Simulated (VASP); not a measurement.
Runs of VASP 6.6.1 on SiC (Moissanite). The structure is that of space group P6_3mc (No. 186), or close to it. The cells are those of the table. 

| task | level | potentials or basis | cell | cutoff (eV) | gap on the mesh (eV) | pressure (GPa) |
| --- | --- | --- | --- | --- | --- | --- |
| single point | r2SCAN | VASP PAW PBE potentials, release 64 (Si, C) | a = 3.076, b = 3.076, c = 5.049 Å, angles 90.0, 90.0, 120.0°, 4 atoms | 520 | 2.66 | (b) |
| relaxation of cell and atoms | PBEsol | VASP PAW PBE potentials, release 64 (Si, C) | relaxed from a = 3.076, b = 3.076, c = 5.048 Å, angles 90.0, 90.0, 120.0°, 4 atoms | 600 | 2.12 | 0.0 |
| single point | LDA | VASP PAW LDA potentials, release 64 (Si, C) | a = 3.057, b = 3.057, c = 5.016 Å, angles 90.0, 90.0, 120.0°, 4 atoms | 520 | 2.12 | 0.4 |
| single point | r2SCAN | VASP PAW PBE potentials, release 64 (Si, C) | a = 3.116, b = 3.116, c = 5.115 Å, angles 90.0, 90.0, 120.0°, 4 atoms | 520 | 2.71 | (a) |

Alike in all rows: no spin polarisation; k mesh 12 × 12 × 6; smearing fermi-dirac 0.02 eV.

Problem. Estimate the missing entries.

Solution. (a) -8.5; (b) -0.2.

Caveats: the PAW data sets were made with another functional, which shifts forces and pressure a little (some runs).

A k mesh can miss the band edges.
